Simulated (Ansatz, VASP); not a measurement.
# One calculation of Te2Mo, two programs

Contents of INCAR:

```
SYSTEM = Te2Mo
PREC = Accurate ; ENCUT = 520
EDIFF = 1E-6 ; ISMEAR = 0
SIGMA = 0.05 ; LREAL = .FALSE.
LASPH = .TRUE. ; NELM = 80
ALGO = Normal ; ISIF = 2
LWAVE = .FALSE. ; LCHARG = .FALSE.
GGA = CA ; NBANDS = 20
```

KPOINTS

```
regular mesh
0
G
  12 12 2
  0 0 0
```

Contents of POSCAR:

```
Te2Mo
1.0
    3.5602328140      0.0000000000      0.0000000000
   -1.7801164070      3.0832520603      0.0000000000
    0.0000000000      0.0000000000     17.5240578200
Te Mo
2 1
Direct
    0.3333333333      0.6666666667      0.8978554500
    0.3333333333      0.6666666667      0.1021445500
   -0.0280880508      0.0000000000     -0.0114128818
```

Input for Ansatz:

```yaml
crystal:
  lattice:
    - [3.560232814, 0.0, 0.0]
    - [-1.780116407, 3.0832520603, 0.0]
    - [0.0, 0.0, 17.52405782]
  atoms:
    - { symbol: Te, position: [0.3333333333, 0.6666666667, 0.89785545] }
    - { symbol: Te, position: [0.3333333333, 0.6666666667, 0.10214455] }
    - { symbol: Mo, position: [-0.0280880508, 0.0, -0.0114128818] }
basis:
  ecutwfc: 420
kpoints:
  mp_grid: { grid: [12, 12, 2] }
hamiltonian:
  xc: lda
scf:
  occupations: { method: gaussian, width: 0.05 }
output:
  forces: true
  stress: true
  eigenvalues: true
```

Alike in both runs: task single point; functional LDA; k mesh 12 × 12 × 2; occupations gaussian, width 0.05 eV; no spin polarisation.

```csv
,VASP,Ansatz
version,VASP 6.6.1,Ansatz 0.2.0
potentials or method,"VASP PAW LDA potentials, release 64 (Te, Mo_sv), cutoff 520 eV","scalar-relativistic, plane waves, PAW"
valence electrons in the cell,26,46
```

|  | VASP | Ansatz | Ansatz less VASP |
| --- | --- | --- | --- |
| gap on the k mesh at the Fermi level (eV) | 0.83 | 0.85 | +0.019 |
| least direct gap on the mesh (eV) | 1.07 | 1.07 | -0.001 |
| rms of the force components (eV/Å) | 1.817 | 1.800 | -0.0168 |

LDA's correlation is that of Perdew and Zunger in VASP and of Perdew and Wang (1992) in Ansatz. Atom by atom the forces differ by 0.031 eV/Å (rms over components). VASP's potentials hold 26 valence electrons a cell and Ansatz's 46, so a difference there can come from the potentials and not from the codes.

Spin-orbit coupling is off throughout.
